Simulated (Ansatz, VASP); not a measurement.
# One calculation of NaI, two programs

Contents of INCAR:

```
PREC = Accurate
ENCUT = 520
EDIFF = 1E-6
ISMEAR = -1
SIGMA = 0.02
LREAL = False
LASPH = True
NELM = 100
ALGO = Normal
ISIF = 2
LWAVE = False
LCHARG = True
GGA = PE
LELF = True
LVHAR = True
NBANDS = 14
```

KPOINTS

```
regular mesh
0
Gamma
  6 6 6
```

POSCAR

```
NaI
1.0
    0.0000000000      3.5201608882      3.5431916338
    3.5201608882      0.0000000000      3.5431916338
    3.5201608882      3.5201608882      0.0000000000
Na I
1 1
Direct
    0.0000000000      0.0000000000      0.0000000000
    0.2500000000      0.2500000000      0.2500000000
```

Input for Ansatz:

```yaml
crystal:
  lattice:
    - [0.0, 3.5201608882, 3.5431916338]
    - [3.5201608882, 0.0, 3.5431916338]
    - [3.5201608882, 3.5201608882, 0.0]
  atoms:
    - { symbol: Na, position: [0.0, 0.0, 0.0] }
    - { symbol: I, position: [0.25, 0.25, 0.25] }
kpoints:
  mp_grid: { grid: [6, 6, 6] }
  band_path:
    path:
      - [0.0, 0.0, 0.0]
      - [-0.5, -0.5, 0.0]
      - [-0.375, -0.375, 0.25]
      - [-0.375, 0.0, 0.375]
      - [0.0, 0.0, 0.5]
      - [-0.5, -0.25, 0.25]
    npoints: 1
hamiltonian:
  xc: pbe
scf:
  occupations: { method: fermi_dirac, width: 0.02 }
  n_extra_bands: 4
output:
  forces: true
  stress: true
  eigenvalues: true
  write_density: true
  write_potential: true
  elf: true
  volumetric_format: npy
```

Change from the starting cell: biaxial_xy strain -0.7%.

Alike in both runs: task single point; functional PBE; k mesh 6 × 6 × 6; occupations fermi-dirac, width 0.02 eV; no spin polarisation.

|  | VASP | Ansatz |
| --- | --- | --- |
| version | VASP 6.6.1 | Ansatz 0.2.0 |
| potentials or method | VASP PAW PBE potentials, release 64 (Na_pv, I) | plane waves, PAW |
| plane-wave cutoff (eV) | 520 | 420 |
| valence electrons in the cell | 14 | 26 |

|  | VASP | Ansatz | Ansatz less VASP |
| --- | --- | --- | --- |
| gap on the k mesh at the Fermi level (eV) | 3.84 | 3.84 | +0.003 |
| pressure (GPa) | 0.5 | 0.5 | -0.01 |

The functional is the same, so the differences come from potentials, cutoffs and numerics. VASP's potentials hold 14 valence electrons a cell and Ansatz's 26, so a difference there can come from the potentials and not from the codes.

Spin-orbit coupling is off throughout.
